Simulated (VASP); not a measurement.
# GaAs (zincblende type) (F-43m) in VASP: further runs

The runs below take GaAs (zincblende type) through single point, relaxation of cell and atoms, with r2SCAN.

Everything below comes from runs of VASP 6.6.1. Logs are shortened: lines on timing, memory, paths and dates and some standing lists are left out, and cuts for length are marked.

## 1. The cell of the first run

Symmetry: F-43m, No. 216, cubic system. The conventional cell has a = 5.430 Å, b = 5.430 Å, c = 5.430 Å, α = 90.00°, β = 90.00°, γ = 90.00°. Ga (site symmetry -43m) has 4 As at 2.35 Å within 3.1 Å. Within 3.1 Å of As (site symmetry -43m) lie 4 Ga at 2.35 Å.

## 2. Single point, r2SCAN (20.01 Å³/atom)

POSCAR reads:

```
GaAs
1.0
    0.0000000000      2.7149027630      2.7149027630
    2.7149027630      0.0000000000      2.7149027630
    2.7149027630      2.7149027630      0.0000000000
Ga As
1 1
Direct
    0.0000000000      0.0000000000      0.0000000000
    0.2500000000      0.2500000000      0.2500000000
```

INCAR.step1 reads:

```
SYSTEM = GaAs
  PREC = Accurate
  ENCUT = 520
  ISMEAR = -1
  SIGMA = 0.08
  LREAL = .FALSE.
  LASPH = .TRUE.
  NELM = 60
  NBANDS = 16
  GGA = PE
  ALGO = Normal
  EDIFF = 1E-4
  LWAVE = .TRUE.
  LCHARG = .FALSE.
```

INCAR.step2 reads:

```
SYSTEM = GaAs
  PREC = Accurate
  ENCUT = 520
  EDIFF = 1E-7
  ISMEAR = -1
  SIGMA = 0.08
  LREAL = .FALSE.
  LASPH = .TRUE.
  NELM = 60
  ALGO = Normal
  ISIF = 2
  LWAVE = .FALSE.
  LCHARG = .TRUE.
  METAGGA = R2SCAN
  LMIXTAU = .TRUE.
  LELF = .TRUE.
  LVHAR = .TRUE.
  NBANDS = 16
  ISTART = 1
```

KPOINTS reads:

```
Automatic mesh
0
G
  11 11 11
  0 0 0
```

Potentials or basis: VASP PAW PBE potentials, release 64 (Ga_d, As).

Command:

```
cat potpaw_PBE.64/Ga_d/POTCAR potpaw_PBE.64/As/POTCAR > POTCAR
cp INCAR.step1 INCAR
mpirun -np 1 vasp_std > vasp.out
cp INCAR.step2 INCAR
mpirun -np 1 vasp_std > vasp.out
```

OUTCAR:

```text
SYSTEM = GaAs
   PREC = Accurate
   ENCUT = 520
   EDIFF = 1E-7
   ISMEAR = -1
   LREAL = .FALSE.
   LASPH = .TRUE.
   NELM = 60
   ISIF = 2
   METAGGA = R2SCAN
   ISTART = 1

 ion  position               nearest neighbor table
   1  0.000  0.000  0.000-   2 2.35   2 2.35   2 2.35   2 2.35
   2  0.250  0.250  0.250-   1 2.35   1 2.35   1 2.35   1 2.35

  LATTYP: Found a face centered cubic cell.
 ALAT       =     5.4298055260

  Lattice vectors:

 A1 = (   0.0000000000,   2.7149027630,   2.7149027630)
 A2 = (   2.7149027630,   0.0000000000,   2.7149027630)
 A3 = (   2.7149027630,   2.7149027630,   0.0000000000)

Analysis of symmetry for initial positions (statically):
=====================================================================
 Subroutine PRICEL returns:
 Original cell was already a primitive cell.

 Routine SETGRP: Setting up the symmetry group for a
 face centered cubic supercell.

 Subroutine GETGRP returns: Found 24 space group operations
 (whereof 24 operations were pure point group operations)
 out of a pool of 48 trial point group operations.

The static configuration has the point symmetry T_d .

Analysis of symmetry for dynamics (positions and initial velocities):
=====================================================================
 Subroutine PRICEL returns:
 Original cell was already a primitive cell.

 Routine SETGRP: Setting up the symmetry group for a
 face centered cubic supercell.

 Subroutine GETGRP returns: Found 24 space group operations
 (whereof 24 operations were pure point group operations)
 out of a pool of 48 trial point group operations.

The dynamic configuration has the point symmetry T_d .

 Subroutine INISYM returns: Found 24 space group operations
 (whereof 24 operations are pure point group operations),
 and found     1 'primitive' translations

----------------------------------------------------------------------------------------

                                     Primitive cell

  volume of cell :      40.0215

  direct lattice vectors                    reciprocal lattice vectors
     0.000000000  2.714902763  2.714902763    -0.184168659  0.184168659  0.184168659
     2.714902763  0.000000000  2.714902763     0.184168659 -0.184168659  0.184168659
     2.714902763  2.714902763  0.000000000     0.184168659  0.184168659 -0.184168659

  length of vectors
[... 80 lines left out ...]
   ENCUT  =  520.0 eV  38.22 Ry    6.18 a.u.   7.14  7.14  7.14*2*pi/ulx,y,z
   NELM   =     60;   NELMIN=  2; NELMDL=  0     # of ELM steps
   EDIFF  = 0.1E-06   stopping-criterion for ELM
   LREAL  =      F    real-space projection
   EDIFFG = 0.1E-05   stopping-criterion for IOM
   NSW    =      0    number of steps for IOM
   IBRION =     -1    ionic relax: 0-MD 1-quasi-New 2-CG
   NFREE  =      0    steps in history (QN), initial steepest desc. (CG)
   ISIF   =      2    stress and relaxation
   ISYM   =      2    0-nonsym 1-usesym 2-fastsym
   POTIM  = 0.5000    time-step for ionic-motion
   TEBEG  =    0.0;   TEEND  =   0.0 temperature during run
   PSTRESS=    0.0 pullay stress
   NELECT =      18.0000    total number of electrons
   NUPDOWN=      -1.0000    fix difference up-down
   EMIN   =  10.00;   EMAX   =-10.00  energy-range for DOS
   EFERMI =   0.00;   METHOD = LEGACY
   ISMEAR =    -1;   SIGMA  =   0.08  broadening in eV -4-tet -1-fermi 0-gaus
   EFERMI_NEDOS =   21; number of points for ismear=-14 and -15
   IALGO  =     38    algorithm
   IMIX   =      4    mixing-type and parameters
     AMIX     =   0.40;   BMIX     =  1.00
     AMIX_MAG =   1.60;   BMIX_MAG =  1.00
  volume/ion in A,a.u.               =      20.01       135.04
  Fermi-wavevector in a.u.,A,eV,Ry     =   1.254300  2.370283 21.405614  1.573268
  Thomas-Fermi vector in A             =   2.388111
   LORBIT       =      0    0 simple, 1 ext, 2 COOP (PROOUT), +10 PAW based schemes
   METAGGA = R2SCAN    functional components
   LHFCALC =     F    Hartree Fock is set to
   AEXX    =    0.0000 exact exchange contribution
   IVDW    =     0    specifies the selected vdW correction
   LEPSILON=     F    determine dielectric tensor
   LRPA    =     F    only Hartree local field effects (RPA)
 non-spin polarized calculation
  energy-cutoff  :      520.00
  volume of cell :       40.02
 maximum number of plane-waves:      1092
 NGX is ok and might be reduce to    30
   NGX = 15   NGY = 15   NGZ = 15

 number of electron      17.9999988 magnetization

 Free energy of the ion-electron system (eV)
  ---------------------------------------------------
  ext. energy  EPLUGINS =         0.00000000
  ---------------------------------------------------
  free energy    TOTEN  =       -26.86393869 eV

  energy without entropy =      -26.86393674  energy(sigma->0) =      -26.86393772

 E-fermi :   5.6379     XC(G=0): -10.8522

 val. band max:        4.9078685039   @ k =   0.0000   0.0000   0.0000
 cond. band min:       6.3985399627   @ k =   0.4545   0.4545   0.0000
 fundamental gap:      1.4906714588
 Fermi energy:         5.6379021736

 k-point     1 :       0.0000    0.0000    0.0000
  band No.  band energies     occupation
      1     -10.5943      2.00000
      2     -10.5943      2.00000
      3     -10.5943      2.00000
      4     -10.4664      2.00000
      5     -10.4664      2.00000
      6      -9.2807      2.00000
[... 433 lines left out ...]
      3     -10.5657      2.00000
      4     -10.4716      2.00000
      5     -10.4639      2.00000
      6      -8.0732      2.00000
[... 8 lines left out ...]
     15      16.4320      0.00000
     16      17.3084      0.00000

 [... further k-points ...]

------------------------ aborting loop because EDIFF is reached ----------------------------------------

  FORCE on cell =-STRESS in cart. coord.  units (eV):
  Direction    XX          YY          ZZ          XY          YZ          ZX
  --------------------------------------------------------------------------------------
  -------------------------------------------------------------------------------------
  Total        3.1428637      3.1428637      3.1428637      0.0000000      0.0000000      0.0000000
  in kB      125.8181506    125.8181506    125.8181506      0.0000000      0.0000000      0.0000000
  external PRESSURE =     125.8181506 kB  Pullay stress =       0.0000000 kB

 VOLUME and BASIS-vectors are now :
 -----------------------------------------------------------------------------
  energy-cutoff  :      520.00
  volume of cell :       40.02
      direct lattice vectors                 reciprocal lattice vectors
     0.000000000  2.714902763  2.714902763    -0.184168659  0.184168659  0.184168659
     2.714902763  0.000000000  2.714902763     0.184168659 -0.184168659  0.184168659
     2.714902763  2.714902763  0.000000000     0.184168659  0.184168659 -0.184168659

 POSITION                                       TOTAL-FORCE (eV/Angst)
 -----------------------------------------------------------------------------------
      0.00000      0.00000      0.00000        -0.000000     -0.000000     -0.000000
      1.35745      1.35745      1.35745         0.000000      0.000000      0.000000
 -----------------------------------------------------------------------------------
    total drift:                                0.000010      0.000010      0.000010

  FREE ENERGIE OF THE ION-ELECTRON SYSTEM (eV)
  ---------------------------------------------------
  free  energy   TOTEN  =       -26.8639386949 eV

  energy  without entropy=      -26.8639367443  energy(sigma->0) =      -26.86393772
```

Run time: 4 min. Hardware: 1 thread of Intel Xeon 8259CL, shared host; peak memory 0.19 GiB.

What came out:

| Item | Value |
| --- | --- |
| Free energy | -26.8639 eV |
| Pressure | 12.6 GPa |
| Band gap on the k mesh | 1.49 eV (least direct gap 2.01 eV) |

Levels at points of the mesh, in eV from the valence-band top:
| k point | band 6 | band 7 | band 8 | band 9 | band 10 | band 11 | band 12 | band 13 |
| --- | --- | --- | --- | --- | --- | --- | --- | --- |
| (0.00, 0.00, 0.00) | -14.19 | 0.00 | 0.00 | 0.00 | 2.01 | 4.05 | 4.05 | 4.05 |

Caveat: the cell stands under pressure; the PAW data sets were made with another functional, which shifts forces and pressure a little; an odd mesh through Γ misses points on the zone boundary, where band edges can lie.

## 3. Single point, r2SCAN (21.38 Å³/atom)

This run uses another cell than the first one, of 21.38 Å³/atom.

POSCAR reads:

```
GaAs
1.0
    0.0000000000      2.7752535913      2.7752535913
    2.7752535913      0.0000000000      2.7752535913
    2.7752535913      2.7752535913      0.0000000000
Ga As
1 1
Direct
    0.0000000000      0.0000000000      0.0000000000
    0.2500000000      0.2500000000      0.2500000000
```

INCAR.step1 reads:

```
SYSTEM = GaAs
PREC = Accurate
ENCUT = 520
ISMEAR = -1
SIGMA = 0.08
LREAL = .False.
LASPH = .True.
NELM = 60
NBANDS = 16
GGA = PE
ALGO = Normal
EDIFF = 1E-4
LWAVE = .True.
LCHARG = .False.
```

INCAR.step2 reads:

```
SYSTEM = GaAs
PREC = Accurate
ENCUT = 520
EDIFF = 1E-6
ISMEAR = -1
SIGMA = 0.08
LREAL = .False.
LASPH = .True.
NELM = 60
ALGO = Normal
ISIF = 2
LWAVE = .False.
LCHARG = .False.
METAGGA = R2SCAN
LMIXTAU = .True.
NBANDS = 16
ISTART = 1
```

KPOINTS reads:

```
Automatic mesh
0
Gamma
  11 11 11
  0 0 0
```

Potentials or basis: VASP PAW PBE potentials, release 64 (Ga_d, As).

Command:

```
cat potpaw_PBE.64/Ga_d/POTCAR potpaw_PBE.64/As/POTCAR > POTCAR
cp INCAR.step1 INCAR
mpirun -np 1 vasp_std > vasp.out
cp INCAR.step2 INCAR
mpirun -np 1 vasp_std > vasp.out
```

Wall time 3.7 min (1 thread of Intel Xeon 8259CL, shared host); peak memory 0.19 GiB.

Results (log left out):

- Free energy: -27.0127 eV
- Pressure: 5.3 GPa
- Band gap on the k mesh: 1.45 eV

Levels at points of the mesh, in eV from the valence-band top:
| k point | band 7 | band 8 | band 9 | band 10 | band 11 | band 12 |
| --- | --- | --- | --- | --- | --- | --- |
| (0.00, 0.00, 0.00) | 0.00 | 0.00 | 0.00 | 1.45 | 4.05 | 4.05 |

Caveat: the cell stands under pressure; the PAW data sets were made with another functional, which shifts forces and pressure a little; an odd mesh through Γ misses points on the zone boundary, where band edges can lie.

(Continued in part 2 of 2.)
